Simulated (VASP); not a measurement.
# CoSi2 (Fm-3m) in VASP: settings compared, part 2 of 2

VASP 6.6.1. The steps go on from the part before.

## 3. Single point, PBEsol, collinear spin, ferromagnetic start

Contents of INCAR:

```
PREC = Accurate ; ENCUT = 520
EDIFF = 1E-6 ; ISMEAR = -1
SIGMA = 0.05 ; LREAL = False
LASPH = True ; NELM = 150
ALGO = Normal ; ISIF = 2
LWAVE = False ; LCHARG = False
ISPIN = 2 ; MAGMOM = 2 0 0
LORBIT = 11 ; LMAXMIX = 4
GGA = PS ; NBANDS = 20
```

Contents of KPOINTS:

```
regular mesh
0
Gamma
  9 9 9
```

Contents of POSCAR:

```
CoSi2
1.0
    0.0000000000      2.6600263041      2.6600263041
    2.6600263041      0.0000000000      2.6600263041
    2.6600263041      2.6600263041      0.0000000000
Co Si
1 2
Direct
    0.0000000000      0.0000000000      0.0000000000
    0.7500000000      0.7500000000      0.7500000000
    0.2500000000      0.2500000000      0.2500000000
```

Potentials or basis: VASP PAW PBE potentials, release 64 (Co, Si).

Command:

```bash
cat potpaw_PBE.64/Co/POTCAR potpaw_PBE.64/Si/POTCAR > POTCAR
mpirun -np 1 vasp_std > vasp.out
```

It took 43 s on 1 thread of AMD EPYC 9R45 (Zen 5), shared host; peak memory 0.15 GiB.

It converged, with:

```
Free energy                                           : -20.9815 eV
Pressure                                              : -0.6 GPa
Net moment                                            : 0.00 μB per cell
Valence electrons inside the program's atomic spheres : Co 8.92; Si 1.60
```

Levels at points of the mesh, in eV from the Fermi level:
Spin up:
```csv
k point,band 7,band 8,band 9,band 10,band 11,band 12
"(0.00, 0.00, 0.00)",1.03,3.47,3.47,3.47,3.55,3.55
```
Spin down:
```tsv
k point	band 5	band 6	band 7	band 8	band 9	band 10	band 11	band 12	band 13	band 14
(0.00, 0.00, 0.00)	-1.94	-1.94	1.03	3.47	3.47	3.47	3.55	3.55	3.55	5.78
```

Caveat: the starting moments collapsed, and a magnetic state may lie lower; the PAW data sets were made with another functional, which shifts forces and pressure a little.

## 4. Single point, LDA, collinear spin, ferromagnetic start

This run uses another cell than the first one, of 13.06 Å³/atom, 1.041 times its volume.

Contents of INCAR:

```
PREC = Accurate
ENCUT = 520
EDIFF = 1E-7
ISMEAR = -1
SIGMA = 0.05
LREAL = F
LASPH = T
NELM = 150
ALGO = Normal
ISIF = 2
LWAVE = F
LCHARG = T
ISPIN = 2
MAGMOM = 2 0 0
LORBIT = 11
LMAXMIX = 4
GGA = CA
LELF = T
LVHAR = T
NBANDS = 20
```

KPOINTS is that of step 3.

Contents of POSCAR:

```
CoSi2
1.0
    0.0000000000      2.6957356162      2.6957356162
    2.6957356162      0.0000000000      2.6957356162
    2.6957356162      2.6957356162      0.0000000000
Co Si
1 2
Direct
    0.0000000000      0.0000000000      0.0000000000
    0.7500000000      0.7500000000      0.7500000000
    0.2500000000      0.2500000000      0.2500000000
```

Potentials or basis: VASP PAW LDA potentials, release 64 (Co, Si).

Command:

```bash
cat potpaw_LDA.64/Co/POTCAR potpaw_LDA.64/Si/POTCAR > POTCAR
mpirun -np 1 vasp_std > vasp.out
```

OUTCAR:

```text
PREC = Accurate
   ENCUT = 520
   EDIFF = 1E-7
   ISMEAR = -1
   LREAL = F
   LASPH = T
   NELM = 150
   ISIF = 2
   ISPIN = 2
   LORBIT = 11
   GGA = CA

 ion  position               nearest neighbor table
   1  0.000  0.000  0.000-   2 2.33   2 2.33   2 2.33   2 2.33   3 2.33   3 2.33   3 2.33   3 2.33

   2  0.750  0.750  0.750-   1 2.33   1 2.33   1 2.33   1 2.33   3 2.70   3 2.70   3 2.70   3 2.70
                             3 2.70   3 2.70
   3  0.250  0.250  0.250-   1 2.33   1 2.33   1 2.33   1 2.33   2 2.70   2 2.70   2 2.70   2 2.70
                             2 2.70   2 2.70

  LATTYP: Found a face centered cubic cell.
 ALAT       =     5.3914712324

  Lattice vectors:
[... 1327 lines left out ...]
  energy-cutoff  :      520.00
  volume of cell :       39.18
      direct lattice vectors                 reciprocal lattice vectors
     0.000000000  2.695735616  2.695735616    -0.185478130  0.185478130  0.185478130
     2.695735616  0.000000000  2.695735616     0.185478130 -0.185478130  0.185478130
     2.695735616  2.695735616  0.000000000     0.185478130  0.185478130 -0.185478130

 POSITION                                       TOTAL-FORCE (eV/Angst)
 -----------------------------------------------------------------------------------
      0.00000      0.00000      0.00000        -0.000000     -0.000000     -0.000000
      4.04360      4.04360      4.04360         0.000000      0.000000     -0.000000
      1.34787      1.34787      1.34787        -0.000000     -0.000000      0.000000
 -----------------------------------------------------------------------------------
    total drift:                               -0.000000     -0.000000      0.000000

  FREE ENERGIE OF THE ION-ELECTRON SYSTEM (eV)
  ---------------------------------------------------
  free  energy   TOTEN  =       -21.8375208777 eV

  energy  without entropy=      -21.8274975167  energy(sigma->0) =      -21.83250920

 total charge

# of ion       s       p       d       tot
------------------------------------------
    1        0.533   0.694   7.601   8.827
    2        0.726   0.865   0.000   1.591
    3        0.726   0.865   0.000   1.591
--------------------------------------------------
tot          1.984   2.423   7.601  12.009

 magnetization (x)

# of ion       s       p       d       tot
------------------------------------------
    1        0.000   0.000  -0.000   0.000
    2       -0.000   0.000   0.000  -0.000
    3       -0.000   0.000   0.000  -0.000
--------------------------------------------------
tot         -0.000   0.000  -0.000  -0.000
```

OSZICAR:

```text
N       E                     dE             d eps       ncg     rms          rms(c)
DAV:   1     0.677797333810E+02    0.67780E+02   -0.66234E+03  2808   0.815E+02
DAV:   2    -0.182445713438E+02   -0.86024E+02   -0.74900E+02  2988   0.187E+02
DAV:   3    -0.228548997432E+02   -0.46103E+01   -0.44447E+01  3340   0.461E+01
DAV:   4    -0.229354310716E+02   -0.80531E-01   -0.80350E-01  3296   0.556E+00
DAV:   5    -0.229377699126E+02   -0.23388E-02   -0.23385E-02  3516   0.102E+00    0.159E+01
DAV:   6    -0.273000305393E+02   -0.43623E+01   -0.17592E+01  3132   0.845E+01    0.192E+01
DAV:   7    -0.219015561522E+02    0.53985E+01   -0.86870E+00  3448   0.662E+01    0.330E+00
DAV:   8    -0.218739777151E+02    0.27578E-01   -0.51748E-01  3472   0.443E+00    0.202E+00
DAV:   9    -0.218382914486E+02    0.35686E-01   -0.66994E-02  3472   0.395E+00    0.748E-01
DAV:  10    -0.218378742970E+02    0.41715E-03   -0.29568E-03  3944   0.437E-01    0.318E-01
DAV:  11    -0.218375166996E+02    0.35760E-03   -0.40959E-04  3716   0.300E-01    0.134E-01
DAV:  12    -0.218375290281E+02   -0.12329E-04   -0.97203E-05  3720   0.102E-01    0.502E-02
DAV:  13    -0.218375213796E+02    0.76485E-05   -0.94694E-06  3752   0.321E-02    0.157E-02
DAV:  14    -0.218375208203E+02    0.55933E-06   -0.74526E-07  3716   0.107E-02    0.429E-03
DAV:  15    -0.218375208777E+02   -0.57472E-07   -0.22287E-07  2932   0.431E-03
   1 F= -.21837521E+02 E0= -.21832509E+02  d E =-.100234E-01  mag=     0.0000
```

It took 51 s on 1 thread of AMD EPYC 9R45 (Zen 5), shared host; peak memory 0.13 GiB.

What came out:

```yaml
Free_energy: -21.8375 eV
Pressure: -11.3 GPa
Net_moment: 0.00 μB per cell
Valence_electrons_inside_the_program's_atomic_spheres: Co 8.83; Si 1.59
```

Caveat: the starting moments collapsed, and a magnetic state may lie lower.

## 5. Single point, PBEsol, collinear spin, ferromagnetic start

This run uses another cell than the first one, of 13.06 Å³/atom, 1.041 times its volume.

Contents of INCAR:

```
PREC = Accurate ; ENCUT = 520
EDIFF = 1E-6 ; ISMEAR = -1
SIGMA = 0.05 ; LREAL = F
LASPH = T ; NELM = 150
ALGO = Normal ; ISIF = 2
LWAVE = F ; LCHARG = T
ISPIN = 2 ; MAGMOM = 2 0 0
LORBIT = 11 ; LMAXMIX = 4
GGA = PS ; LELF = T
LVHAR = T ; NBANDS = 20
```

KPOINTS is that of step 4.

POSCAR is that of step 4.

Potentials or basis: VASP PAW PBE potentials, release 64 (Co, Si).

Command:

```bash
cat potpaw_PBE.64/Co/POTCAR potpaw_PBE.64/Si/POTCAR > POTCAR
mpirun -np 1 vasp_std > vasp.out
```

It took 43 s on 1 thread of AMD EPYC 9R45 (Zen 5), shared host; peak memory 0.16 GiB.

Results (log left out):

```yaml
Free_energy: -20.9406 eV
Pressure: -7.6 GPa
Net_moment: 0.00 μB per cell
Valence_electrons_inside_the_program's_atomic_spheres: Co 8.81; Si 1.58
```

Levels at points of the mesh, in eV from the Fermi level:
Spin up:
| k point | band 5 | band 6 | band 7 | band 8 | band 9 | band 10 | band 11 | band 12 | band 13 | band 14 |
| --- | --- | --- | --- | --- | --- | --- | --- | --- | --- | --- |
| (0.00, 0.00, 0.00) | -1.81 | -1.81 | 0.63 | 3.38 | 3.38 | 3.38 | 3.45 | 3.45 | 3.45 | 5.60 |
Spin down:
```tsv
k point	band 6	band 7	band 8	band 9	band 10	band 11	band 12	band 13
(0.00, 0.00, 0.00)	-1.81	0.63	3.38	3.38	3.38	3.45	3.45	3.45
```

Caveat: the starting moments collapsed, and a magnetic state may lie lower; the PAW data sets were made with another functional, which shifts forces and pressure a little.

## 6. Single point, LDA, collinear spin, ferromagnetic start

This run uses another cell than the first one, of 13.32 Å³/atom, 1.061 times its volume.

Contents of INCAR:

```
PREC = Accurate
ENCUT = 520
EDIFF = 1E-6
ISMEAR = -1
SIGMA = 0.05
LREAL = False
LASPH = True
NELM = 150
ALGO = Normal
ISIF = 2
LWAVE = False
LCHARG = False
ISPIN = 2
MAGMOM = 2 0 0
LORBIT = 11
LMAXMIX = 4
NBANDS = 20
```

KPOINTS is that of step 5.

Contents of POSCAR:

```
CoSi2
1.0
    0.0000000000      2.7132408834      2.7132408834
    2.7132408834      0.0000000000      2.7132408834
    2.7132408834      2.7132408834      0.0000000000
Co Si
1 2
Direct
    0.0000000000      0.0000000000      0.0000000000
    0.7500000000      0.7500000000      0.7500000000
    0.2500000000      0.2500000000      0.2500000000
```

Potentials or basis: VASP PAW LDA potentials, release 64 (Co, Si).

Command:

```bash
cat potpaw_LDA.64/Co/POTCAR potpaw_LDA.64/Si/POTCAR > POTCAR
mpirun -np 1 vasp_std > vasp.out
```

OUTCAR:

```text
PREC = Accurate
   ENCUT = 520
   EDIFF = 1E-6
   ISMEAR = -1
   LREAL = False
   LASPH = True
   NELM = 150
   ISIF = 2
   ISPIN = 2
   LORBIT = 11

 ion  position               nearest neighbor table
   1  0.000  0.000  0.000-   2 2.35   2 2.35   2 2.35   2 2.35   3 2.35   3 2.35   3 2.35   3 2.35

   2  0.750  0.750  0.750-   1 2.35   1 2.35   1 2.35   1 2.35   3 2.71   3 2.71   3 2.71   3 2.71
                             3 2.71   3 2.71
   3  0.250  0.250  0.250-   1 2.35   1 2.35   1 2.35   1 2.35   2 2.71   2 2.71   2 2.71   2 2.71
                             2 2.71   2 2.71

  LATTYP: Found a face centered cubic cell.
 ALAT       =     5.4264817668

  Lattice vectors:

[... 1328 lines left out ...]
  volume of cell :       39.95
      direct lattice vectors                 reciprocal lattice vectors
     0.000000000  2.713240883  2.713240883    -0.184281463  0.184281463  0.184281463
     2.713240883  0.000000000  2.713240883     0.184281463 -0.184281463  0.184281463
     2.713240883  2.713240883  0.000000000     0.184281463  0.184281463 -0.184281463

 POSITION                                       TOTAL-FORCE (eV/Angst)
 -----------------------------------------------------------------------------------
      0.00000      0.00000      0.00000        -0.000000      0.000000     -0.000000
      4.06986      4.06986      4.06986        -0.000000     -0.000000      0.000000
      1.35662      1.35662      1.35662         0.000000     -0.000000     -0.000000
 -----------------------------------------------------------------------------------
    total drift:                                0.000000     -0.000000     -0.000000

  FREE ENERGIE OF THE ION-ELECTRON SYSTEM (eV)
  ---------------------------------------------------
  free  energy   TOTEN  =       -21.7766421216 eV

  energy  without entropy=      -21.7666572093  energy(sigma->0) =      -21.77164967

 total charge

# of ion       s       p       d       tot
------------------------------------------
    1        0.523   0.671   7.583   8.777
    2        0.727   0.852   0.000   1.579
    3        0.727   0.852   0.000   1.579
--------------------------------------------------
tot          1.977   2.376   7.583  11.936

 magnetization (x)

# of ion       s       p       d       tot
------------------------------------------
    1        0.000  -0.000  -0.000  -0.000
    2        0.000   0.000   0.000   0.000
    3        0.000   0.000   0.000   0.000
--------------------------------------------------
tot          0.000  -0.000  -0.000  -0.000
```

Wall time 46 s (1 thread of AMD EPYC 9R45 (Zen 5), shared host); peak memory 0.14 GiB.

What came out:

```
Free energy                                           : -21.7766 eV
Pressure                                              : -14.0 GPa
Net moment                                            : 0.00 μB per cell
Valence electrons inside the program's atomic spheres : Co 8.78; Si 1.58
```

Levels at points of the mesh, in eV from the Fermi level:
Spin up:
```
           k point  band 6  band 7  band 8  band 9  band 10  band 11  band 12  band 13
(0.00, 0.00, 0.00)   -1.75    0.33    3.29    3.29     3.29     3.48     3.48     3.48
```
Spin down:
| k point | band 7 | band 8 | band 9 | band 10 | band 11 | band 12 |
| --- | --- | --- | --- | --- | --- | --- |
| (0.00, 0.00, 0.00) | 0.33 | 3.29 | 3.29 | 3.29 | 3.48 | 3.48 |

Caveat: the starting moments collapsed, and a magnetic state may lie lower.
